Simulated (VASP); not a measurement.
# InSb3 (Pm-3m) in VASP: notebook, part 2 of 2

VASP 6.6.1.

## (4) Single point, r2SCAN

This run uses another cell than the first one, of 20.56 Å³/atom.

The input, POSCAR:

```
InSb3
1.0
    4.3485022807      0.0000000000      0.0000000000
    0.0000000000      4.3485022807      0.0000000000
    0.0000000000      0.0000000000      4.3485022807
Sb In
3 1
Direct
    0.5000000000      0.5000000000      0.0000000000
    0.0000000000      0.5000000000      0.5000000000
    0.5000000000      0.0000000000      0.5000000000
    0.0000000000      0.0000000000      0.0000000000
```

The input, INCAR.step1:

```
SYSTEM = InSb3
ALGO = Normal ; EDIFF = 1E-4
ENCUT = 520 ; GGA = PE
ISMEAR = -1 ; LASPH = .TRUE.
LCHARG = .FALSE. ; LREAL = .FALSE.
LWAVE = .TRUE. ; NBANDS = 22
NELM = 100 ; PREC = Accurate
SIGMA = 0.05
```

The input, INCAR.step2:

```
SYSTEM = InSb3
ALGO = Normal ; EDIFF = 1E-6
ENCUT = 520 ; ISIF = 2
ISMEAR = -1 ; ISTART = 1
LASPH = .TRUE. ; LCHARG = .FALSE.
LMIXTAU = .TRUE. ; LREAL = .FALSE.
LWAVE = .FALSE. ; METAGGA = R2SCAN
NBANDS = 22 ; NELM = 100
PREC = Accurate ; SIGMA = 0.05
```

The input, KPOINTS:

```
k-points
0
G
  6 6 6
  0 0 0
```

Potentials or basis: VASP PAW PBE potentials, release 64 (Sb, In_d).

Launch:

```console
$ cat potpaw_PBE.64/Sb/POTCAR potpaw_PBE.64/In_d/POTCAR > POTCAR
$ cp INCAR.step1 INCAR
$ mpirun -np 1 vasp_std > vasp.out
$ cp INCAR.step2 INCAR
$ mpirun -np 1 vasp_std > vasp.out
```

OUTCAR:

```text
SYSTEM = InSb3
   EDIFF = 1E-6
   ENCUT = 520
   ISIF = 2
   ISMEAR = -1
   ISTART = 1
   LASPH = .TRUE.
   LREAL = .FALSE.
   METAGGA = R2SCAN
   NELM = 100
   PREC = Accurate

 ion  position               nearest neighbor table
   1  0.500  0.500  0.000-   2 3.07   3 3.07   4 3.07   2 3.07   3 3.07   3 3.07   4 3.07   3 3.07
                             2 3.07   4 3.07   2 3.07   4 3.07
   2  0.000  0.500  0.500-   1 3.07   3 3.07   4 3.07   1 3.07   4 3.07   3 3.07   4 3.07   4 3.07
                             1 3.07   3 3.07   1 3.07   3 3.07
   3  0.500  0.000  0.500-   1 3.07   2 3.07   4 3.07   1 3.07   4 3.07   1 3.07   2 3.07   1 3.07
                             2 3.07   4 3.07   4 3.07   2 3.07
   4  0.000  0.000  0.000-   1 3.07   2 3.07   3 3.07   2 3.07   3 3.07   1 3.07   2 3.07   2 3.07
                             1 3.07   3 3.07   3 3.07   1 3.07

  LATTYP: Found a simple cubic cell.
 ALAT       =     4.3485022807

  Lattice vectors:

 A1 = (   4.3485022807,   0.0000000000,   0.0000000000)
 A2 = (   0.0000000000,   4.3485022807,   0.0000000000)
 A3 = (   0.0000000000,   0.0000000000,   4.3485022807)

Analysis of symmetry for initial positions (statically):
=====================================================================
 Subroutine PRICEL returns:
 Original cell was already a primitive cell.

 Routine SETGRP: Setting up the symmetry group for a
 simple cubic supercell.

 Subroutine GETGRP returns: Found 48 space group operations
 (whereof 48 operations were pure point group operations)
 out of a pool of 48 trial point group operations.

The static configuration has the point symmetry O_h .

Analysis of symmetry for dynamics (positions and initial velocities):
=====================================================================
 Subroutine PRICEL returns:
 Original cell was already a primitive cell.

 Routine SETGRP: Setting up the symmetry group for a
 simple cubic supercell.

[... 119 lines left out ...]
   EFERMI_NEDOS =   21; number of points for ismear=-14 and -15
   IALGO  =     38    algorithm
   IMIX   =      4    mixing-type and parameters
     AMIX     =   0.40;   BMIX     =  1.00
     AMIX_MAG =   1.60;   BMIX_MAG =  1.00
  volume/ion in A,a.u.               =      20.56       138.73
  Fermi-wavevector in a.u.,A,eV,Ry     =   1.143197  2.160329 17.781451  1.306900
  Thomas-Fermi vector in A             =   2.279893
   LORBIT       =      0    0 simple, 1 ext, 2 COOP (PROOUT), +10 PAW based schemes
   METAGGA = R2SCAN    functional components
   LHFCALC =     F    Hartree Fock is set to
   AEXX    =    0.0000 exact exchange contribution
   IVDW    =     0    specifies the selected vdW correction
   LEPSILON=     F    determine dielectric tensor
   LRPA    =     F    only Hartree local field effects (RPA)
 non-spin polarized calculation
  energy-cutoff  :      520.00
  volume of cell :       82.23
 maximum number of plane-waves:      2272
   NGX = 17   NGY = 17   NGZ = 17

 number of electron      27.9999985 magnetization

 Free energy of the ion-electron system (eV)
  ---------------------------------------------------
  ext. energy  EPLUGINS =         0.00000000
  ---------------------------------------------------
  free energy    TOTEN  =       -96.55834662 eV

  energy without entropy =      -96.53958851  energy(sigma->0) =      -96.54896756

 E-fermi :  11.9438     XC(G=0): -12.2209

 val. band max:       11.9010508687   @ k =   0.5000   0.1667   0.0000
 cond. band min:      12.1756095152   @ k =   0.5000   0.5000   0.0000
 fundamental gap:      0.2745586466
 Fermi energy:        11.9438188146

 k-point     1 :       0.0000    0.0000    0.0000
  band No.  band energies     occupation
      1      -3.6084      2.00000
      2      -3.6084      2.00000
      3      -3.5428      2.00000
      4      -3.5428      2.00000
      5      -3.5428      2.00000
      6      -3.3888      2.00000
[... 489 lines left out ...]
     21      20.6953      0.00000
     22      22.4972      0.00000

------------------------ aborting loop because EDIFF is reached ----------------------------------------

  FORCE on cell =-STRESS in cart. coord.  units (eV):
  Direction    XX          YY          ZZ          XY          YZ          ZX
  --------------------------------------------------------------------------------------
  -------------------------------------------------------------------------------------
  Total       15.5515744     15.5515744     15.5515744     -0.0000000      0.0000000     -0.0000000
  in kB      303.0161930    303.0161930    303.0161930     -0.0000000      0.0000000     -0.0000000
  external PRESSURE =     303.0161930 kB  Pullay stress =       0.0000000 kB

 VOLUME and BASIS-vectors are now :
 -----------------------------------------------------------------------------
  energy-cutoff  :      520.00
  volume of cell :       82.23
      direct lattice vectors                 reciprocal lattice vectors
     4.348502281  0.000000000  0.000000000     0.229964235  0.000000000  0.000000000
     0.000000000  4.348502281  0.000000000     0.000000000  0.229964235  0.000000000
     0.000000000  0.000000000  4.348502281     0.000000000  0.000000000  0.229964235

 POSITION                                       TOTAL-FORCE (eV/Angst)
 -----------------------------------------------------------------------------------
      2.17425      2.17425      0.00000         0.000000      0.000000      0.000000
      0.00000      2.17425      2.17425         0.000000      0.000000      0.000000
      2.17425      0.00000      2.17425         0.000000      0.000000      0.000000
      0.00000      0.00000      0.00000         0.000000      0.000000      0.000000
 -----------------------------------------------------------------------------------
    total drift:                                0.000000      0.000000      0.000000

  FREE ENERGIE OF THE ION-ELECTRON SYSTEM (eV)
  ---------------------------------------------------
  free  energy   TOTEN  =       -96.5583466227 eV

  energy  without entropy=      -96.5395885068  energy(sigma->0) =      -96.54896756
```

OUTCAR.step1:

```text
SYSTEM = InSb3
   EDIFF = 1E-4
   ENCUT = 520
   GGA = PE
   ISMEAR = -1
   LASPH = .TRUE.
[... 724 lines left out ...]
      0.00000      2.17425      2.17425         0.000000      0.000000      0.000000
      2.17425      0.00000      2.17425         0.000000      0.000000      0.000000
      0.00000      0.00000      0.00000         0.000000      0.000000      0.000000
 -----------------------------------------------------------------------------------
    total drift:                                0.000000      0.000000     -0.000000

  FREE ENERGIE OF THE ION-ELECTRON SYSTEM (eV)
  ---------------------------------------------------
  free  energy   TOTEN  =       -12.1257101334 eV

  energy  without entropy=      -12.1070763789  energy(sigma->0) =      -12.11639326
```

Run time: 3.9 min. Hardware: 1 thread of AMD EPYC, shared host; peak memory 0.17 GiB.

What came out:

```yaml
Free_energy: -96.5583 eV
Pressure: 30.3 GPa
Band_gap_on_the_k_mesh: zero (bands 14 and 15 overlap by 7.09 eV)
```

Caveat: the cell stands under pressure; the PAW data sets were made with another functional, which shifts forces and pressure a little; spin-orbit coupling is left out, which moves the levels of the heavy elements.

## (5) Single point, r2SCAN

This run uses another cell than the first one, of 21.94 Å³/atom.

The input, POSCAR:

```
InSb3
1.0
    4.4438565738      0.0000000000      0.0000000000
    0.0000000000      4.4438565738      0.0000000000
    0.0000000000      0.0000000000      4.4438565738
Sb In
3 1
Direct
    0.5000000000      0.5000000000      0.0000000000
    0.0000000000      0.5000000000      0.5000000000
    0.5000000000      0.0000000000      0.5000000000
    0.0000000000      0.0000000000      0.0000000000
```

The input, INCAR.step1:

```
PREC = Accurate ; ENCUT = 520
ISMEAR = -1 ; SIGMA = 0.05
LREAL = False ; LASPH = True
NELM = 100 ; NBANDS = 22
GGA = PE ; ALGO = Normal
EDIFF = 1E-4 ; LWAVE = True
LCHARG = False
```

The input, INCAR.step2:

```
PREC = Accurate ; ENCUT = 520
EDIFF = 1E-6 ; ISMEAR = -1
SIGMA = 0.05 ; LREAL = False
LASPH = True ; NELM = 100
ALGO = Normal ; ISIF = 2
LWAVE = False ; LCHARG = False
METAGGA = R2SCAN ; LMIXTAU = True
NBANDS = 22 ; ISTART = 1
```

The input, KPOINTS:

```
Automatic mesh
0
Gamma
  6 6 6
```

Launch:

```console
$ cat potpaw_PBE.64/Sb/POTCAR potpaw_PBE.64/In_d/POTCAR > POTCAR
$ cp INCAR.step1 INCAR
$ mpirun -np 1 vasp_std > vasp.out
$ cp INCAR.step2 INCAR
$ mpirun -np 1 vasp_std > vasp.out
```

It took 6.8 min on 1 thread of AMD EPYC, shared host; peak memory 0.2 GiB.

Results (log left out):

```yaml
Free_energy: -97.4196 eV
Pressure: 20.1 GPa
Band_gap_on_the_k_mesh: zero (bands 14 and 15 overlap by 6.62 eV)
```

Levels at points of the mesh, in eV from the Fermi level:
```csv
k point,band 12,band 13,band 14,band 15,band 16,band 17
"(0.00, 0.00, 0.00)",-3.54,0.62,0.62,0.62,2.20,2.20
"(0.50, 0.00, 0.00)",-2.97,-2.97,-1.55,-1.25,3.05,3.05
"(0.50, 0.50, 0.00)",-1.58,-1.58,-1.51,-1.51,0.10,0.81
"(0.50, 0.50, 0.50)",-6.73,-5.49,5.11,5.11,5.23,5.23
```

Caveat: the cell stands under pressure; the PAW data sets were made with another functional, which shifts forces and pressure a little; spin-orbit coupling is left out, which moves the levels of the heavy elements.

## (6) Single point, r2SCAN

This run uses another cell than the first one, of 23.96 Å³/atom.

The input, POSCAR:

```
InSb3
1.0
    4.5764900520      0.0000000000      0.0000000000
    0.0000000000      4.5764900520      0.0000000000
    0.0000000000      0.0000000000      4.5764900520
Sb In
3 1
Direct
    0.5000000000      0.5000000000      0.0000000000
    0.0000000000      0.5000000000      0.5000000000
    0.5000000000      0.0000000000      0.5000000000
    0.0000000000      0.0000000000      0.0000000000
```

The input, INCAR.step1:

```
SYSTEM = InSb3
PREC = Accurate
ENCUT = 520
ISMEAR = -1
SIGMA = 0.05
LREAL = .False.
LASPH = .True.
NELM = 80
NBANDS = 22
GGA = PE
ALGO = Normal
EDIFF = 1E-4
LWAVE = .True.
LCHARG = .False.
```

The input, INCAR.step2:

```
SYSTEM = InSb3
PREC = Accurate
ENCUT = 520
EDIFF = 1E-7
ISMEAR = -1
SIGMA = 0.05
LREAL = .False.
LASPH = .True.
NELM = 80
ALGO = Normal
ISIF = 2
LWAVE = .False.
LCHARG = .True.
METAGGA = R2SCAN
LMIXTAU = .True.
LELF = .True.
LVHAR = .True.
NBANDS = 22
ISTART = 1
```

The input, KPOINTS:

```
Automatic mesh
0
Gamma
  6 6 6
  0 0 0
```

Potentials or basis: VASP PAW PBE potentials, release 64 (Sb, In_d).

Launch:

```console
$ cat potpaw_PBE.64/Sb/POTCAR potpaw_PBE.64/In_d/POTCAR > POTCAR
$ cp INCAR.step1 INCAR
$ mpirun -np 1 vasp_std > vasp.out
$ cp INCAR.step2 INCAR
$ mpirun -np 1 vasp_std > vasp.out
```

It took 8.7 min on 1 thread of AMD EPYC, shared host; peak memory 0.2 GiB.

The run converged. Its results:

- Free energy: -98.1638 eV
- Pressure: 10.0 GPa
- Band gap on the k mesh: zero (bands 14 and 15 overlap by 5.96 eV)

Levels at points of the mesh, in eV from the Fermi level:
| k point | band 12 | band 13 | band 14 | band 15 | band 16 | band 17 |
| --- | --- | --- | --- | --- | --- | --- |
| (0.00, 0.00, 0.00) | -3.51 | 0.54 | 0.54 | 0.54 | 2.09 | 2.09 |
| (0.50, 0.00, 0.00) | -2.68 | -2.68 | -1.38 | -1.03 | 2.75 | 2.75 |
| (0.50, 0.50, 0.00) | -1.60 | -1.60 | -1.40 | -1.40 | -0.09 | 0.96 |
| (0.50, 0.50, 0.50) | -6.13 | -5.23 | 4.56 | 4.56 | 4.64 | 4.64 |

Caveat: the cell stands under pressure; the PAW data sets were made with another functional, which shifts forces and pressure a little; spin-orbit coupling is left out, which moves the levels of the heavy elements.

## (7) The runs side by side

| level | potentials or basis | cell | k mesh | cutoff (eV) | grid for exact exchange (PRECFOCK) | share of exact exchange | screening parameter | gap on the mesh (eV) | pressure (GPa) |
| --- | --- | --- | --- | --- | --- | --- | --- | --- | --- |
| PBE-based screened hybrid with 50 % exact exchange | VASP PAW PBE potentials, release 64 (Sb_d_GW, In_d) | a = 4.806 Å, 4 atoms | 3 × 3 × 3 | 400 | Normal | 0.5 | 0.2 1/Å | none | -4.5 |
| PBE-based screened hybrid with 40 % exact exchange | VASP PAW PBE potentials, release 64 (Sb_d_GW, In_d) | a = 4.806 Å, 4 atoms | 3 × 3 × 3 | 400 | Normal | 0.4 | 0.2 1/Å | none | -3.8 |
| r2SCAN | VASP PAW PBE potentials, release 64 (Sb, In_d) | a = 4.349 Å, 4 atoms | 6 × 6 × 6 | 520 | - | - | - | none | 30.3 |
| r2SCAN | VASP PAW PBE potentials, release 64 (Sb, In_d) | a = 4.444 Å, 4 atoms | 6 × 6 × 6 | 520 | - | - | - | none | 20.1 |
| r2SCAN | VASP PAW PBE potentials, release 64 (Sb, In_d) | a = 4.576 Å, 4 atoms | 6 × 6 × 6 | 520 | - | - | - | none | 10.0 |

Alike in all rows: task single point; no spin polarisation; smearing fermi-dirac 0.05 eV.

Caveats: some runs use coarse meshes; the PAW data sets were made with another functional, which shifts forces and pressure a little; spin-orbit coupling is left out, which moves the levels of the heavy elements; the cell stands under pressure (at least some runs).

Absolute energies hang on the potentials; compare differences alone.

The gap in the log of VASP goes by the Fermi energy; the results here count the filled bands.